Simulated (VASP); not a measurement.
Runs of VASP 6.6.1 on CdS. The structure is cubic, space group Fm-3m (No. 225). The conventional cell has a = 5.454 Å, b = 5.454 Å, c = 5.454 Å, α = 90.00°, β = 90.00°, γ = 90.00°. Cd (site symmetry m-3m) has 6 S at 2.73 Å within 3.6 Å. Within 3.6 Å of S (site symmetry m-3m) lie 6 Cd at 2.73 Å. 

| level | k mesh | grid for exact exchange (PRECFOCK) | share of exact exchange | screening parameter | gap on the mesh (eV) | pressure (GPa) |
| --- | --- | --- | --- | --- | --- | --- |
| PBE | 4 × 4 × 4 | - | - | - | 0.21 | 2.6 |
| PBE-based screened hybrid | 4 × 4 × 4 | Normal | 0.2 | 0.5 1/Å | (b) | (c) |
| HSE06 | 4 × 4 × 4 | Normal | - | 0.2079 1/Å | 1.22 | 0.7 |
| PBE-based screened hybrid | 4 × 4 × 4 | Normal | 0.75 | 0.5 1/Å | (a) | -0.2 |
| PBEsol | 6 × 6 × 6 | - | - | - | 0.12 | -1.9 |

Alike in all rows: task single point; potentials or basis VASP PAW PBE potentials, release 64 (Cd, S); no spin polarisation; cell as given; cutoff (eV) 520; smearing gaussian 0.01 eV.

Q: Fill in the values left out.

A: (a) 1.96; (b) 0.64; (c) 1.7.

Caveats: some runs use coarse meshes; the PAW data sets were made with another functional, which shifts forces and pressure a little (some runs).

A k mesh can miss the band edges, and the runs leave out spin-orbit coupling on Cd.
